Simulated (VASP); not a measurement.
Runs of VASP 6.6.1 on Ta2N. The structure is that of space group P-31m (No. 162), or close to it. The cells are those of the table. 

```tsv
cell	gap on the mesh (eV)	pressure (GPa)	largest force (eV/Å)
a = 5.106, b = 5.106, c = 4.839 Å, angles 90.0, 90.0, 120.0°, 9 atoms	none	28.0	0.22
a = 5.422, b = 5.422, c = 5.060 Å, angles 90.0, 90.0, 120.0°, 9 atoms	none	(a)	0.13
a = 5.106, b = 5.106, c = 5.060 Å, angles 90.0, 90.0, 120.0°, 9 atoms	none	10.9	0.17
a = 5.185, b = 5.185, c = 4.765 Å, angles 90.0, 90.0, 120.0°, 9 atoms	none	22.0	0.11
```

Alike in all rows: task single point; level PBEsol; potentials or basis VASP PAW PBE potentials, release 64 (Ta_pv, N); no spin polarisation; k mesh 12 × 12 × 8; cutoff (eV) 520; smearing gaussian 0.15 eV.

Question: Fill in the values left out.

Answer: (a) -22.0.

Caveats: the PAW data sets were made with another functional, which shifts forces and pressure a little; spin-orbit coupling is left out, which moves the levels of the heavy elements; the cell stands under pressure (at least some runs); the cell stands under tension (at least some runs).

A k mesh can miss the band edges, and the runs leave out spin-orbit coupling on Ta.

A gap of «none» marks levels without a gap at the run's occupations.
